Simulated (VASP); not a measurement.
**Pt: single point with PBEsol**

Pt:

```
Pt
1.0
     0.00000    1.86000    1.86000
     1.86000    0.00000    1.86000
     1.86000    1.86000    0.00000
Pt
1
Direct
  0.00000 0.00000 0.00000
```

This cell differs from its parent crystal: strain -0.050 along x and y, -0.050 along z.

```yaml
Program: VASP 6.6.1
Task: single point
Functional: PBEsol
Potentials_or_basis: VASP PAW PBE potentials, release 64 (Pt)
Cutoff: 520 eV
k_mesh: 20 × 20 × 20
Occupations: gaussian, width 0.15 eV
Spin: no spin polarisation
Dipole_correction: no
Further_INCAR_settings: ALGO = Normal; EDIFF = 1e-07; NBANDS = 11
```

* Pressure: 67.5 GPa
* Band gap on the k mesh: zero (bands 5 and 6 overlap by 2.96 eV)

Levels at points of the mesh, in eV from the Fermi level:
```csv
k point,band 3,band 4,band 5,band 6,band 7,band 8
"(0.00, 0.00, 0.00)",-4.93,-4.93,-2.11,-2.11,13.98,19.87
"(0.50, 0.00, 0.00)",-5.04,-1.23,0.07,0.07,7.15,13.60
"(0.50, 0.50, 0.00)",0.04,0.67,0.67,1.40,10.72,11.79
```

Run time: 44 s on 1 thread of Intel Xeon 8259CL, on a shared host, peak memory 0.16 GiB.

Caveat: the cell differs from its parent crystal (strain -0.050 along x and y, -0.050 along z); the cell stands under pressure; the PAW data sets were made with another functional, which shifts forces and pressure a little; spin-orbit coupling is left out, which moves the levels of the heavy elements.
